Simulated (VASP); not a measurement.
Here is a VASP 6.6.1 calculation.

File INCAR:

```
SYSTEM = AlN
PREC = Accurate
ENCUT = 600
EDIFF = 1E-6
ISMEAR = 0
SIGMA = 0.05
LREAL = .False.
LASPH = .True.
NELM = 120
ALGO = Normal
ISIF = 2
LWAVE = .False.
LCHARG = .True.
GGA = PE
IVDW = 12
LELF = .True.
LVHAR = .True.
NBANDS = 11
GGA_COMPAT = .False.
```

File KPOINTS:

```
Automatic mesh
0
Gamma
  10 10 10
  0 0 0
```

Contents of POSCAR:

```
AlN
1.0
    0.0000000000      2.0442079884      2.0442079884
    2.0442079884      0.0000000000      2.0442079884
    2.0442079884      2.0442079884      0.0000000000
Al N
1 1
Direct
    0.0000000000      0.0000000000      0.0000000000
    0.5000000000      0.5000000000      0.5000000000
```

Potentials or basis: VASP PAW PBE potentials, release 64 (Al, N).

Command:

```bash
$ cat potpaw_PBE.64/Al/POTCAR potpaw_PBE.64/N/POTCAR > POTCAR
$ mpirun -np 1 vasp_std > vasp.out
```

**Question.** Estimate the pressure.

**Answer.** -10.0 GPa.

**Question.** What does it give for the dispersion energy per atom?

**Answer.** -0.328 eV.

**Question.** What does it give for the band gap on the k mesh?

**Answer.** 4.29 eV, indirect (least direct gap 5.21 eV).

 A k mesh can miss the band edges.
